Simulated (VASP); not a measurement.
# SiGe (P6_3mc) in VASP: a series of runs, part 2 of 3

VASP 6.6.1. Earlier steps stand in the parts before.

### 5 Single point, PBEsol (strain +0.080 along x and y, -0.080 along z)

Input file INCAR:

```
ALGO = Normal
EDIFF = 1E-6
ENCUT = 520
GGA = PS
ISIF = 2
ISMEAR = 0
LASPH = True
LCHARG = True
LELF = True
LREAL = False
LVHAR = True
LWAVE = False
NBANDS = 26
NELM = 60
PREC = Accurate
SIGMA = 0.03
```

Input file KPOINTS:

```
k-points
0
Gamma
  12 12 6
```

Input file POSCAR:

```
SiGe
1.0
    4.2126446429      0.0000000000      0.0000000000
   -2.1063223214      3.6482572779      0.0000000000
    0.0000000000      0.0000000000      5.9279213651
Si Ge
2 2
Direct
    0.6666666667      0.3333333333      0.8745463420
    0.3333333333      0.6666666667      0.3745463420
    0.6666666667      0.3333333333      0.5004526580
    0.3333333333      0.6666666667      0.0004526580
```

Potentials or basis: VASP PAW PBE potentials, release 64 (Si, Ge_d).

Command:

```
$ cat potpaw_PBE.64/Si/POTCAR potpaw_PBE.64/Ge_d/POTCAR > POTCAR
$ mpirun -np 1 vasp_std > vasp.out
```

OUTCAR:

```text
EDIFF = 1E-6
   ENCUT = 520
   GGA = PS
   ISIF = 2
   ISMEAR = 0
   LASPH = True
   LREAL = False
   NELM = 60
   PREC = Accurate

 ion  position               nearest neighbor table
   1  0.667  0.333  0.875-   3 2.22   4 2.54   4 2.54   4 2.54
   2  0.333  0.667  0.375-   4 2.22   3 2.54   3 2.54   3 2.54
   3  0.667  0.333  0.500-   1 2.22   2 2.54   2 2.54   2 2.54
   4  0.333  0.667  0.000-   2 2.22   1 2.54   1 2.54   1 2.54

  LATTYP: Found a hexagonal cell.
 ALAT       =     4.2126446429
 C/A-ratio  =     1.4071733715

  Lattice vectors:

 A1 = (   4.2126446429,   0.0000000000,   0.0000000000)
 A2 = (  -2.1063223214,   3.6482572779,   0.0000000000)
 A3 = (   0.0000000000,   0.0000000000,   5.9279213651)

Analysis of symmetry for initial positions (statically):
=====================================================================
 Subroutine PRICEL returns:
 Original cell was already a primitive cell.

 Routine SETGRP: Setting up the symmetry group for a
 hexagonal supercell.

 Subroutine GETGRP returns: Found 12 space group operations
 (whereof  6 operations were pure point group operations)
 out of a pool of 24 trial point group operations.

The static configuration has the point symmetry C_3v.
 The point group associated with its full space group is C_6v.

Analysis of symmetry for dynamics (positions and initial velocities):
=====================================================================
 Subroutine PRICEL returns:
 Original cell was already a primitive cell.

 Routine SETGRP: Setting up the symmetry group for a
 hexagonal supercell.

 Subroutine GETGRP returns: Found 12 space group operations
 (whereof  6 operations were pure point group operations)
 out of a pool of 24 trial point group operations.

The dynamic configuration has the point symmetry C_3v.
 The point group associated with its full space group is C_6v.

 Subroutine INISYM returns: Found 12 space group operations
 (whereof  6 operations are pure point group operations),
 and found     1 'primitive' translations

----------------------------------------------------------------------------------------

                                     Primitive cell

  volume of cell :      91.1051

  direct lattice vectors                    reciprocal lattice vectors
     4.212644643  0.000000000  0.000000000     0.237380573  0.137051738  0.000000000
    -2.106322321  3.648257278  0.000000000     0.000000000  0.274103476  0.000000000
     0.000000000  0.000000000  5.927921365     0.000000000  0.000000000  0.168693196

  length of vectors
     4.212644643  4.212644643  5.927921365     0.274103476  0.274103476  0.168693196

  position of ions in fractional coordinates (direct lattice)
     0.666666667  0.333333333  0.874546342
     0.333333333  0.666666667  0.374546342
     0.666666667  0.333333333  0.500452658
     0.333333333  0.666666667  0.000452658

  ion indices of the primitive-cell ions
   primitive index   ion index
                 1           1
                 2           2
                 3           3
                 4           4

----------------------------------------------------------------------------------------

 KPOINTS: k-points

Automatic generation of k-mesh.
 Grid dimensions read from file:
 generate k-points for:   12   12    6

 Generating k-lattice:

  Cartesian coordinates                     Fractional coordinates (reciprocal lattice)
     0.019781714  0.011420978  0.000000000     0.083333333  0.000000000  0.000000000
     0.000000000  0.022841956  0.000000000     0.000000000  0.083333333  0.000000000
     0.000000000  0.000000000  0.028115533     0.000000000  0.000000000  0.166666667

  Length of vectors
     0.022841956  0.022841956  0.028115533

  Shift w.r.t. Gamma in fractional coordinates (k-lattice)
     0.000000000  0.000000000  0.000000000

 Subroutine IBZKPT returns following result:
 ===========================================

 Found     76 irreducible k-points:

 Following reciprocal coordinates:
            Coordinates               Weight
  0.000000  0.000000  0.000000      1.000000
  0.083333  0.000000  0.000000      6.000000
  0.166667  0.000000  0.000000      6.000000
  0.250000 -0.000000  0.000000      6.000000
  0.333333 -0.000000  0.000000      6.000000
  0.416667  0.000000  0.000000      6.000000
[... 16 lines left out ...]
  0.250000 -0.000000  0.166667     12.000000
  0.333333 -0.000000  0.166667     12.000000
 [... further k-points ...]
   k-points           NKPTS =     76   k-points in BZ     NKDIM =     76   number of bands    NBANDS=     26
   number of dos      NEDOS =    301   number of ions     NIONS =      4
   total plane-waves  NPLWV =  49152
   dimension x,y,z NGX =    32 NGY =   32 NGZ =   48
   dimension x,y,z NGXF=    64 NGYF=   64 NGZF=   96
   ions per type =               2   2
   NGX,Y,Z   is equivalent  to a cutoff of  12.63, 12.63, 13.46 a.u.
   NGXF,Y,Z  is equivalent  to a cutoff of  25.26, 25.26, 26.92 a.u.
 SYSTEM =  unknown system
   PREC   = accura    normal or accurate (medium, high low for compatibility)
   ISTART =      0    job   : 0-new  1-cont  2-samecut
   ICHARG =      2    charge: 1-file 2-atom 10-const
   ISPIN  =      1    spin polarized calculation?
   LNONCOLLINEAR =      F non collinear calculations
   LSORBIT =      F    spin-orbit coupling
   LASPH  =      T    aspherical Exc in radial PAW
   ENCUT  =  520.0 eV  38.22 Ry    6.18 a.u.   7.83  7.83 11.02*2*pi/ulx,y,z
   NELM   =     60;   NELMIN=  2; NELMDL= -5     # of ELM steps
   EDIFF  = 0.1E-05   stopping-criterion for ELM
   LREAL  =      F    real-space projection
   EDIFFG = 0.1E-04   stopping-criterion for IOM
   NSW    =      0    number of steps for IOM
   IBRION =     -1    ionic relax: 0-MD 1-quasi-New 2-CG
   NFREE  =      0    steps in history (QN), initial steepest desc. (CG)
   ISIF   =      2    stress and relaxation
   ISYM   =      2    0-nonsym 1-usesym 2-fastsym
   POTIM  = 0.5000    time-step for ionic-motion
   TEBEG  =    0.0;   TEEND  =   0.0 temperature during run
   PSTRESS=    0.0 pullay stress
   NELECT =      36.0000    total number of electrons
   NUPDOWN=      -1.0000    fix difference up-down
   EMIN   =  10.00;   EMAX   =-10.00  energy-range for DOS
   EFERMI =   0.00;   METHOD = LEGACY
   ISMEAR =     0;   SIGMA  =   0.03  broadening in eV -4-tet -1-fermi 0-gaus
   EFERMI_NEDOS =   21; number of points for ismear=-14 and -15
   IALGO  =     38    algorithm
   IMIX   =      4    mixing-type and parameters
     AMIX     =   0.40;   BMIX     =  1.00
     AMIX_MAG =   1.60;   BMIX_MAG =  1.00
  volume/ion in A,a.u.               =      22.78       153.70
  Fermi-wavevector in a.u.,A,eV,Ry     =   1.201328  2.270180 19.635762  1.443188
  Thomas-Fermi vector in A             =   2.337139
   LORBIT       =      0    0 simple, 1 ext, 2 COOP (PROOUT), +10 PAW based schemes
   GGA     = PS    functional components
   LHFCALC =     F    Hartree Fock is set to
   AEXX    =    0.0000 exact exchange contribution
   IVDW    =     0    specifies the selected vdW correction
   LEPSILON=     F    determine dielectric tensor
   LRPA    =     F    only Hartree local field effects (RPA)
 non-spin polarized calculation
 Gauss-broadening in eV      SIGMA  =   0.03
  energy-cutoff  :      520.00
  volume of cell :       91.11
 maximum number of plane-waves:      2471
 NGX is ok and might be reduce to    32
   NGX = 15   NGY = 15   NGZ = 23

 number of electron      36.0000003 magnetization

 Free energy of the ion-electron system (eV)
  ---------------------------------------------------
  ext. energy  EPLUGINS =         0.00000000
  ---------------------------------------------------
  free energy    TOTEN  =       -20.24087154 eV

  energy without entropy =      -20.24076907  energy(sigma->0) =      -20.24082031

 E-fermi :   4.6184     XC(G=0):  -9.5573

 val. band max:        4.5729917629   @ k =   0.0833   0.0000   0.1667
 cond. band min:       4.6260228090   @ k =   0.5000  -0.0000   0.0000
 fundamental gap:      0.0530310461
 Fermi energy:         4.6184371235

 k-point     1 :       0.0000    0.0000    0.0000
  band No.  band energies     occupation
      1     -19.6399      2.00000
      2     -19.6362      2.00000
      3     -19.6207      2.00000
      4     -19.6207      2.00000
      5     -19.6189      2.00000
      6     -19.6189      2.00000
[... 685 lines left out ...]
     25      11.4337      0.00000
     26      11.4887      0.00000

 [... further k-points ...]

------------------------ aborting loop because EDIFF is reached ----------------------------------------

  FORCE on cell =-STRESS in cart. coord.  units (eV):
  Direction    XX          YY          ZZ          XY          YZ          ZX
  --------------------------------------------------------------------------------------
  -------------------------------------------------------------------------------------
  Total       -6.8446679     -6.8446679     11.3696682     -0.0000000      0.0000000      0.0000000
  in kB     -120.3705502   -120.3705502    199.9473507     -0.0000000      0.0000000      0.0000000
  external PRESSURE =     -13.5979165 kB  Pullay stress =       0.0000000 kB

 VOLUME and BASIS-vectors are now :
 -----------------------------------------------------------------------------
  energy-cutoff  :      520.00
  volume of cell :       91.11
      direct lattice vectors                 reciprocal lattice vectors
     4.212644643  0.000000000  0.000000000     0.237380573  0.137051738  0.000000000
    -2.106322321  3.648257278  0.000000000     0.000000000  0.274103476  0.000000000
     0.000000000  0.000000000  5.927921365     0.000000000  0.000000000  0.168693196

 POSITION                                       TOTAL-FORCE (eV/Angst)
 -----------------------------------------------------------------------------------
      2.10632      1.21609      5.18424         0.000000     -0.000000      2.103921
     -0.00000      2.43217      2.22028         0.000000      0.000000      2.103921
      2.10632      1.21609      2.96664         0.000000      0.000000     -2.103921
     -0.00000      2.43217      0.00268        -0.000000      0.000000     -2.103921
 -----------------------------------------------------------------------------------
    total drift:                               -0.000000     -0.000000     -0.000835

  FREE ENERGIE OF THE ION-ELECTRON SYSTEM (eV)
  ---------------------------------------------------
  free  energy   TOTEN  =       -20.2408715408 eV

  energy  without entropy=      -20.2407690698  energy(sigma->0) =      -20.24082031
```

Wall time 3.3 min (1 thread of Intel Xeon 8259CL, shared host); peak memory 0.3 GiB.

Results:

```
Free energy            : -20.2409 eV
Pressure               : -1.4 GPa
Largest force          : 2.104 eV/Å
Band gap on the k mesh : zero (bands 18 and 19 overlap by 0.76 eV)
```

Forces on the atoms (eV/Å):
```
Si   0.000  0.000  2.104
Si   0.000  0.000  2.104
Ge   0.000  0.000 -2.104
Ge   0.000  0.000 -2.104
```

Caveat: the cell differs from its parent crystal (strain +0.080 along x and y, -0.080 along z); semilocal functionals underestimate gaps, so a narrow gap can read as zero; the PAW data sets were made with another functional, which shifts forces and pressure a little.

### 6 Single point, PBEsol (strain +0.080 along x and y, +0.000 along z)

Input file INCAR:

```
SYSTEM = SiGe
PREC = Accurate ; ENCUT = 520
EDIFF = 1E-6 ; ISMEAR = 0
SIGMA = 0.03 ; LREAL = .False.
LASPH = .True. ; NELM = 60
ALGO = Normal ; ISIF = 2
LWAVE = .False. ; LCHARG = .False.
GGA = PS ; NBANDS = 26
```

Input file KPOINTS:

```
regular mesh
0
Gamma
  12 12 6
  0 0 0
```

POSCAR, as its differences from that of step 5:

```diff
@@ -4,3 +4,3 @@
    -2.1063223214      3.6482572779      0.0000000000
-    0.0000000000      0.0000000000      5.9279213651
+    0.0000000000      0.0000000000      6.4433927881
 Si Ge
```

Potentials or basis: VASP PAW PBE potentials, release 64 (Si, Ge_d).

Command:

```
$ cat potpaw_PBE.64/Si/POTCAR potpaw_PBE.64/Ge_d/POTCAR > POTCAR
$ mpirun -np 1 vasp_std > vasp.out
```

Run time: 2.9 min. Hardware: 1 thread of Intel Xeon 8259CL, shared host; peak memory 0.32 GiB.

Results (log left out):

- Free energy: -20.6530 eV
- Pressure: -8.1 GPa
- Largest force: 0.554 eV/Å
- Band gap on the k mesh: zero (bands 18 and 19 overlap by 0.24 eV)

Forces on the atoms (eV/Å):
```
Si   0.000  0.000  0.554
Si   0.000  0.000  0.554
Ge   0.000  0.000 -0.554
Ge   0.000  0.000 -0.554
```

Stress tensor (GPa, compression positive):
```
-11.70   0.00   0.00
  0.00 -11.70   0.00
  0.00   0.00  -0.95
```

Levels at points of the mesh, in eV from the Fermi level:
```csv
k point,band 16,band 17,band 18,band 19,band 20,band 21
"(0.00, 0.00, 0.00)",-0.55,-0.24,0.12,0.12,0.17,1.74
"(0.50, 0.00, 0.00)",-2.86,-2.57,-1.07,0.31,1.81,3.05
"(0.00, 0.00, 0.50)",-0.97,-0.97,-0.97,0.40,0.40,2.89
"(0.50, 0.00, 0.50)",-2.17,-2.01,-2.01,0.64,0.64,2.25
```

Caveat: the cell differs from its parent crystal (strain +0.080 along x and y, +0.000 along z); the cell stands under tension; semilocal functionals underestimate gaps, so a narrow gap can read as zero; the PAW data sets were made with another functional, which shifts forces and pressure a little.

[end of part 2 of 3]
